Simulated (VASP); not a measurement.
# PbS (R3m) in VASP: settings compared

PbS is run at these levels: r2SCAN, HSE06, PBE, LDA; tasks: single point.

Program: VASP 6.6.1. These are calculated values, not measurements. Logs are shortened: lines on timing, memory, paths and dates and some standing lists are left out, and cuts for length are marked.

### Step 1. The cell of the first run

The structure is trigonal, space group R3m (No. 160). The conventional cell has a = 4.201 Å, b = 4.201 Å, c = 10.291 Å, α = 90.00°, β = 90.00°, γ = 120.00°. Pb (site symmetry 3m) has 6 S at 2.97 Å within 3.9 Å. S (site symmetry 3m) has 6 Pb at 2.97 Å within 3.9 Å.

### Step 2. Single point, r2SCAN

Contents of POSCAR:

```
PbS
1.0
    2.1005109573      1.2127305666      3.4301898177
   -2.1005109573      1.2127305666      3.4301898177
    0.0000000000     -2.4254611333      3.4301898176
Pb S
1 1
Direct
    0.9781436759      0.9781436759      0.9781436759
    0.4774576541      0.4774576541      0.4774576541
```

Contents of INCAR.step1:

```
SYSTEM = PbS
PREC = Accurate
ENCUT = 520
ISMEAR = 0
SIGMA = 0.01
LREAL = .FALSE.
LASPH = .TRUE.
NELM = 80
ISYM = 0
NBANDS = 17
GGA = PE
ALGO = Normal
EDIFF = 1E-4
LWAVE = .TRUE.
LCHARG = .FALSE.
```

Contents of INCAR.step2:

```
SYSTEM = PbS
PREC = Accurate
ENCUT = 520
EDIFF = 1E-6
ISMEAR = 0
SIGMA = 0.01
LREAL = .FALSE.
LASPH = .TRUE.
NELM = 80
ALGO = Normal
ISIF = 2
LWAVE = .FALSE.
LCHARG = .TRUE.
METAGGA = R2SCAN
LMIXTAU = .TRUE.
LELF = .TRUE.
LVHAR = .TRUE.
ISYM = 0
NBANDS = 17
ISTART = 1
```

Contents of KPOINTS:

```
Automatic mesh
0
G
  6 6 6
  0 0 0
```

Potentials or basis: VASP PAW PBE potentials, release 64 (Pb_d, S).

Started as:

```bash
$ cat potpaw_PBE.64/Pb_d/POTCAR potpaw_PBE.64/S/POTCAR > POTCAR
$ cp INCAR.step1 INCAR
$ mpirun -np 1 vasp_std > vasp.out
$ cp INCAR.step2 INCAR
$ mpirun -np 1 vasp_std > vasp.out
```

OUTCAR:

```text
SYSTEM = PbS
   PREC = Accurate
   ENCUT = 520
   EDIFF = 1E-6
   ISMEAR = 0
   LREAL = .FALSE.
   LASPH = .TRUE.
   NELM = 80
   ISIF = 2
   METAGGA = R2SCAN
   ISYM = 0
   ISTART = 1

 ion  position               nearest neighbor table
   1  0.978  0.978  0.978-   2 2.97   2 2.97   2 2.97   2 2.97   2 2.97   2 2.97
   2  0.477  0.477  0.477-   1 2.97   1 2.97   1 2.97   1 2.97   1 2.97   1 2.97

IMPORTANT INFORMATION: All symmetrisations will be switched off!
NOSYMM: (Re-)initialisation of all symmetry stuff for point group C_1.

----------------------------------------------------------------------------------------

                                     Primitive cell

  volume of cell :      52.4274

  direct lattice vectors                    reciprocal lattice vectors
     2.100510957  1.212730567  3.430189818     0.238037321  0.137430911  0.097176352
    -2.100510957  1.212730567  3.430189818    -0.238037321  0.137430911  0.097176352
     0.000000000 -2.425461133  3.430189818     0.000000000 -0.274861822  0.097176352

  length of vectors
     4.201078896  4.201078896  4.201078896     0.291534328  0.291534328  0.291534328

  position of ions in fractional coordinates (direct lattice)
     0.978143676  0.978143676  0.978143676
     0.477457654  0.477457654  0.477457654

  ion indices of the primitive-cell ions
   primitive index   ion index
                 1           1
                 2           2

----------------------------------------------------------------------------------------

 KPOINTS: Automatic mesh

Automatic generation of k-mesh.
 Grid dimensions read from file:
 generate k-points for:    6    6    6

 Generating k-lattice:

  Cartesian coordinates                     Fractional coordinates (reciprocal lattice)
     0.039672887  0.022905152  0.016196059     0.166666667  0.000000000  0.000000000
    -0.039672887  0.022905152  0.016196059     0.000000000  0.166666667  0.000000000
     0.000000000 -0.045810304  0.016196059     0.000000000  0.000000000  0.166666667

  Length of vectors
     0.048589055  0.048589055  0.048589055

  Shift w.r.t. Gamma in fractional coordinates (k-lattice)
     0.000000000  0.000000000  0.000000000

 Subroutine IBZKPT returns following result:
 ===========================================

 Found    112 irreducible k-points:

 Following reciprocal coordinates:
[... 35 lines left out ...]
   PREC   = accura    normal or accurate (medium, high low for compatibility)
   ISTART =      1    job   : 0-new  1-cont  2-samecut
   ICHARG =      0    charge: 1-file 2-atom 10-const
   ISPIN  =      1    spin polarized calculation?
   LNONCOLLINEAR =      F non collinear calculations
   LSORBIT =      F    spin-orbit coupling
   LASPH  =      T    aspherical Exc in radial PAW
   ENCUT  =  520.0 eV  38.22 Ry    6.18 a.u.   7.81  7.81  7.81*2*pi/ulx,y,z
   NELM   =     80;   NELMIN=  2; NELMDL=  0     # of ELM steps
   EDIFF  = 0.1E-05   stopping-criterion for ELM
   LREAL  =      F    real-space projection
   EDIFFG = 0.1E-04   stopping-criterion for IOM
   NSW    =      0    number of steps for IOM
   IBRION =     -1    ionic relax: 0-MD 1-quasi-New 2-CG
   NFREE  =      0    steps in history (QN), initial steepest desc. (CG)
   ISIF   =      2    stress and relaxation
   ISYM   =      0    0-nonsym 1-usesym 2-fastsym
   POTIM  = 0.5000    time-step for ionic-motion
   TEBEG  =    0.0;   TEEND  =   0.0 temperature during run
   PSTRESS=    0.0 pullay stress
   NELECT =      20.0000    total number of electrons
   NUPDOWN=      -1.0000    fix difference up-down
   EMIN   =  10.00;   EMAX   =-10.00  energy-range for DOS
   EFERMI =   0.00;   METHOD = LEGACY
   ISMEAR =     0;   SIGMA  =   0.01  broadening in eV -4-tet -1-fermi 0-gaus
   EFERMI_NEDOS =   21; number of points for ismear=-14 and -15
   IALGO  =     38    algorithm
   IMIX   =      4    mixing-type and parameters
     AMIX     =   0.40;   BMIX     =  1.00
     AMIX_MAG =   1.60;   BMIX_MAG =  1.00
  volume/ion in A,a.u.               =      26.21       176.90
  Fermi-wavevector in a.u.,A,eV,Ry     =   1.187313  2.243696 19.180302  1.409712
  Thomas-Fermi vector in A             =   2.323467
   LORBIT       =      0    0 simple, 1 ext, 2 COOP (PROOUT), +10 PAW based schemes
   METAGGA = R2SCAN    functional components
   LHFCALC =     F    Hartree Fock is set to
   AEXX    =    0.0000 exact exchange contribution
   IVDW    =     0    specifies the selected vdW correction
   LEPSILON=     F    determine dielectric tensor
   LRPA    =     F    only Hartree local field effects (RPA)
 non-spin polarized calculation
 Gauss-broadening in eV      SIGMA  =   0.01
  energy-cutoff  :      520.00
  volume of cell :       52.43
 maximum number of plane-waves:      1428
   NGX = 15   NGY = 15   NGZ = 15

 number of electron      20.0000001 magnetization

 Free energy of the ion-electron system (eV)
  ---------------------------------------------------
  ext. energy  EPLUGINS =         0.00000000
  ---------------------------------------------------
  free energy    TOTEN  =       -65.61025613 eV

  energy without entropy =      -65.61025613  energy(sigma->0) =      -65.61025613

 E-fermi :   5.7296     XC(G=0): -10.2309

 val. band max:        5.6367183092   @ k =   0.0000   0.5000   0.0000
 cond. band min:       6.2776009641   @ k =  -0.0000  -0.0000   0.5000
 fundamental gap:      0.6408826548
 Fermi energy:         5.7296405915

 k-point     1 :       0.0000    0.0000    0.0000
  band No.  band energies     occupation
      1     -11.8062      2.00000
      2     -11.8062      2.00000
      3     -11.8062      2.00000
      4     -11.7902      2.00000
      5     -11.7902      2.00000
      6      -8.5343      2.00000
[... 457 lines left out ...]
      4     -11.7789      2.00000
      5     -11.7657      2.00000
      6      -7.7187      2.00000
[... 9 lines left out ...]
     16      15.7783      0.00000
     17      17.6127      0.00000

 [... further k-points ...]
[... 5 lines left out ...]
  --------------------------------------------------------------------------------------
  -------------------------------------------------------------------------------------
  Total        0.3156482      0.3156481      0.3159093     -0.0000010      0.0000002      0.0000009
  in kB        9.6461768      9.6461724      9.6541558     -0.0000299      0.0000063      0.0000278
  external PRESSURE =       9.6488350 kB  Pullay stress =       0.0000000 kB

 VOLUME and BASIS-vectors are now :
 -----------------------------------------------------------------------------
  energy-cutoff  :      520.00
  volume of cell :       52.43
      direct lattice vectors                 reciprocal lattice vectors
     2.100510957  1.212730567  3.430189818     0.238037321  0.137430911  0.097176352
    -2.100510957  1.212730567  3.430189818    -0.238037321  0.137430911  0.097176352
     0.000000000 -2.425461133  3.430189818     0.000000000 -0.274861822  0.097176352

 POSITION                                       TOTAL-FORCE (eV/Angst)
 -----------------------------------------------------------------------------------
      0.00000     -0.00000     10.06566        -0.000000     -0.000000     -0.001756
      0.00000     -0.00000      4.91331         0.000000      0.000000      0.001756
 -----------------------------------------------------------------------------------
    total drift:                                0.000001     -0.000000      0.000092

  FREE ENERGIE OF THE ION-ELECTRON SYSTEM (eV)
  ---------------------------------------------------
  free  energy   TOTEN  =       -65.6102561317 eV

  energy  without entropy=      -65.6102561317  energy(sigma->0) =      -65.61025613
```

OUTCAR.step1:

```text
SYSTEM = PbS
   PREC = Accurate
   ENCUT = 520
   ISMEAR = 0
   LREAL = .FALSE.
   LASPH = .TRUE.
[... 664 lines left out ...]
      0.00000     -0.00000     10.06566        -0.000040      0.000029     -0.001855
      0.00000     -0.00000      4.91331         0.000040     -0.000029      0.001855
 -----------------------------------------------------------------------------------
    total drift:                               -0.000078      0.000060      0.000115

  FREE ENERGIE OF THE ION-ELECTRON SYSTEM (eV)
  ---------------------------------------------------
  free  energy   TOTEN  =        -8.7608441376 eV

  energy  without entropy=       -8.7608441376  energy(sigma->0) =       -8.76084414
```

OSZICAR.step1:

```text
N       E                     dE             d eps       ncg     rms          rms(c)
DAV:   1     0.154549984396E+03    0.15455E+03   -0.92803E+03  3816   0.128E+03
DAV:   2     0.299632531384E+01   -0.15155E+03   -0.14565E+03  4075   0.312E+02
DAV:   3    -0.893495181373E+01   -0.11931E+02   -0.11809E+02  4857   0.916E+01
DAV:   4    -0.923586197331E+01   -0.30091E+00   -0.30060E+00  4960   0.158E+01
DAV:   5    -0.924623968628E+01   -0.10378E-01   -0.10377E-01  5581   0.292E+00    0.459E+00
DAV:   6    -0.875657937387E+01    0.48966E+00   -0.14025E+00  5947   0.798E+00    0.321E+00
DAV:   7    -0.875755047180E+01   -0.97110E-03   -0.14453E-01  4671   0.190E+00    0.187E+00
DAV:   8    -0.876127193634E+01   -0.37215E-02   -0.17245E-02  4451   0.140E+00    0.314E-01
DAV:   9    -0.876064276505E+01    0.62917E-03   -0.37009E-03  6094   0.532E-01    0.815E-02
DAV:  10    -0.876083662899E+01   -0.19386E-03   -0.38011E-04  4291   0.115E-01    0.547E-02
DAV:  11    -0.876084413762E+01   -0.75086E-05   -0.49044E-05  3639   0.788E-02
   1 F= -.87608441E+01 E0= -.87608441E+01  d E =-.111178E-29
```

It took 3 min on 1 thread of AMD EPYC 9R45 (Zen 5), shared host; peak memory 0.22 GiB.

Results:

```yaml
Free_energy: -65.6103 eV
Pressure: 1.0 GPa
Band_gap_on_the_k_mesh: 0.64 eV, direct
```

Caveat: the PAW data sets were made with another functional, which shifts forces and pressure a little; spin-orbit coupling is left out, which moves the levels of the heavy elements.

### Step 3. Single point, r2SCAN

POSCAR is that of step 2.

Contents of INCAR.step1:

```
PREC = Accurate
ENCUT = 520
ISMEAR = 0
SIGMA = 0.01
LREAL = F
LASPH = T
NELM = 80
ISYM = 0
NBANDS = 17
GGA = PE
ALGO = Normal
EDIFF = 1E-4
LWAVE = T
LCHARG = F
```

Contents of INCAR.step2:

```
PREC = Accurate
ENCUT = 520
EDIFF = 1E-6
ISMEAR = 0
SIGMA = 0.01
LREAL = F
LASPH = T
NELM = 80
ALGO = Normal
ISIF = 2
LWAVE = F
LCHARG = F
METAGGA = R2SCAN
LMIXTAU = T
ISYM = 0
NBANDS = 17
ISTART = 1
```

Contents of KPOINTS:

```
Automatic mesh
0
Gamma
  6 6 6
  0 0 0.5
```

Potentials or basis: VASP PAW PBE potentials, release 64 (Pb_d, S).

Started as:

```bash
$ cat potpaw_PBE.64/Pb_d/POTCAR potpaw_PBE.64/S/POTCAR > POTCAR
$ cp INCAR.step1 INCAR
$ mpirun -np 1 vasp_std > vasp.out
$ cp INCAR.step2 INCAR
$ mpirun -np 1 vasp_std > vasp.out
```

It took 12 min on 1 thread of AMD EPYC 9R45 (Zen 5), shared host; peak memory 0.44 GiB.

Results (log left out):

```yaml
Free_energy: -65.6092 eV
Pressure: 1.0 GPa
Band_gap_on_the_k_mesh: 1.28 eV, direct
```

Forces on the atoms (eV/Å):
```
Pb   0.000  0.000 -0.003
S    0.000  0.000  0.003
```

Levels at points of the mesh, in eV from the valence-band top:
| k point | band 8 | band 9 | band 10 | band 11 | band 12 | band 13 |
| --- | --- | --- | --- | --- | --- | --- |
| (0.00, 0.00, 0.08) | -2.01 | -2.01 | -1.85 | 5.14 | 5.40 | 5.40 |

Caveat: the PAW data sets were made with another functional, which shifts forces and pressure a little; spin-orbit coupling is left out, which moves the levels of the heavy elements. A k mesh can miss the band edges.

(Part 1 of 2 ends here.)
